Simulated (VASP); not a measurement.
Wanted: the native input for a VASP 6.6.1 run.

| Quantity | Value |
| --- | --- |
| Task | single point |
| Functional | PBE |
| Potentials or basis | VASP PAW PBE potentials, release 64 (Si, P) |
| Cutoff | 520 eV |
| k mesh | 12 × 12 × 1 |
| Occupations | gaussian, width 0.01 eV |
| Spin | no spin polarisation |
| Dipole correction | no |
| Further INCAR settings | ALGO = Normal; EDIFF = 1e-07; NBANDS = 43 |

The structure of Si5P2 lies in POSCAR:

```
Si5P2
1.0
    3.6864070923      0.0000000000      0.0000000000
   -1.8432035461      3.1925221906      0.0000000000
    0.0000000000      0.0000000000     26.5750073493
Si P
10 4
Direct
    0.6666666667      0.3333333333      0.8951588407
    0.3333333333      0.6666666667      0.1048411593
    0.3333333333      0.6666666667      0.0163282202
    0.6666666667      0.3333333333      0.9836717798
    0.6666666667      0.3333333333      0.3343719470
    0.0000000000      0.0000000000      0.4555791523
    0.6666666667      0.3333333333      0.4228904282
    0.3333333333      0.6666666667      0.6656280530
    0.0000000000      0.0000000000      0.5444208477
    0.3333333333      0.6666666667      0.5771095718
    0.0000000000      0.0000000000      0.8590854407
    0.0000000000      0.0000000000      0.1409145593
    0.3333333333      0.6666666667      0.2982520269
    0.6666666667      0.3333333333      0.7017479731
```

One way to write it, as run:

INCAR

```
SYSTEM = Si5P2
PREC = Accurate ; ENCUT = 520
EDIFF = 1E-7 ; ISMEAR = 0
SIGMA = 0.01 ; LREAL = .FALSE.
LASPH = .TRUE. ; NELM = 100
ALGO = Normal ; ISIF = 2
LWAVE = .FALSE. ; LCHARG = .FALSE.
GGA = PE ; NBANDS = 43
```

KPOINTS

```
regular mesh
0
G
  12 12 1
  0 0 0
```

Potentials or basis: VASP PAW PBE potentials, release 64 (Si, P).

Command:

```console
$ cat potpaw_PBE.64/Si/POTCAR potpaw_PBE.64/P/POTCAR > POTCAR
$ mpirun -np 1 vasp_std > vasp.out
```

Results of the run:

```json
{
  "Pressure": "-0.1 GPa",
  "Largest force": "0.015 eV/Å",
  "Band gap on the k mesh": "0.66 eV (least direct gap 1.33 eV)"
}
```

Caveat: an odd mesh through Γ misses points on the zone boundary, where band edges can lie; this functional lacks dispersion, which binds the layers, so the pressure and a relaxed spacing across them are unreliable.

It took 3.3 min on 1 thread of AMD EPYC 9R45 96-Core Processor (Zen 5), on a shared host, peak memory 0.45 GiB.
